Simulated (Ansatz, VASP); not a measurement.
**BeS, level by level in two programs**

```xyz
2
Lattice="0.0000 2.3755 2.3755 2.3755 0.0000 2.3755 2.3755 2.3755 0.0000" Properties=species:S:1:pos:R:3 pbc="T T T"
S     3.5632    3.5632    3.5632
Be    0.0000    0.0000    0.0000
```

Single points on this cell with VASP 6.6.1 and Ansatz 0.2.0. Each row is one pair of runs. Alike in all rows: spin: off; VASP's potentials, cutoff: VASP PAW PBE potentials, release 64 (S, Be), 520 eV.

```csv
level,k mesh,smearing,"Ansatz's potentials, cutoff","gap on the k mesh at the Fermi level (eV), VASP","gap on the k mesh at the Fermi level (eV), Ansatz","least direct gap on the mesh (eV), VASP","least direct gap on the mesh (eV), Ansatz","pressure (GPa), VASP","pressure (GPa), Ansatz"
r2SCAN,9 × 9 × 9,"fermi-dirac, width 0.05 eV","Ansatz PAW, 500 eV",3.53,3.52,6.21,6.18,8.5,8.2
PBE0,5 × 5 × 5,"gaussian, width 0.1 eV","Ansatz PAW, 420 eV",4.98,4.97,7.60,7.58,7.0,7.3
HSE06,6 × 6 × 6,"fermi-dirac, width 0.05 eV","Ansatz PAW, 420 eV",3.90,3.91,6.83,6.84,6.9,7.1
PBE0,6 × 6 × 6,"fermi-dirac, width 0.05 eV","Ansatz PAW, 420 eV",?,4.62,?,7.57,?,7.1
```

Question: Fill in what VASP gave in row 4.

Answer: gap on the k mesh at the Fermi level (eV): 4.63; least direct gap on the mesh (eV): 7.58; pressure (GPa): 6.9.

The k mesh is coarse in some rows, so the values compare programs but aren't converged. Noted on Ansatz's runs: odd divisions of the mesh miss points on the zone boundary, where band edges often lie, so the gap on the mesh can be too wide.
